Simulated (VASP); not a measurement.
Runs of VASP 6.6.1 on Ge. The structure is that of space group Fd-3m (No. 227), or close to it. The cells are those of the table. 

```tsv
task	cell	cutoff (eV)	gap on the mesh (eV)	pressure (GPa)
relaxation of cell and atoms	relaxed from a = 4.001 Å, angles 60.0°, 2 atoms	600	none	0.0
single point	a = 4.053 Å, angles 60.0°, 2 atoms	520	none	-2.3
single point	a = 4.143 Å, angles 60.0°, 2 atoms	520	none	(b)
single point	a = 4.092 Å, angles 60.0°, 2 atoms	520	none	(a)
single point	a = 3.889 Å, angles 60.0°, 2 atoms	520	0.36	7.8
single point	a = 3.846 Å, angles 60.0°, 2 atoms	520	0.30	11.6
single point	a = 3.931 Å, angles 60.0°, 2 atoms	520	0.29	4.7
single point	a = 4.013 Å, angles 60.0°, 2 atoms	520	none	-0.4
```

Alike in all rows: level PBEsol; potentials or basis VASP PAW PBE potentials, release 64 (Ge_d); no spin polarisation; k mesh 14 × 14 × 14; smearing gaussian 0.1 eV.

**Question.** Fill in the values left out.

**Answer.** (a) -3.8; (b) -5.5.

Caveats: the PAW data sets were made with another functional, which shifts forces and pressure a little; semilocal functionals underestimate gaps, so a narrow gap can read as zero (at least some runs); the cell stands under pressure (at least some runs); the cell stands under tension (at least some runs).

A k mesh can miss the band edges, and the runs leave out spin-orbit coupling on Ge.

A gap of «none» marks levels without a gap at the run's occupations.
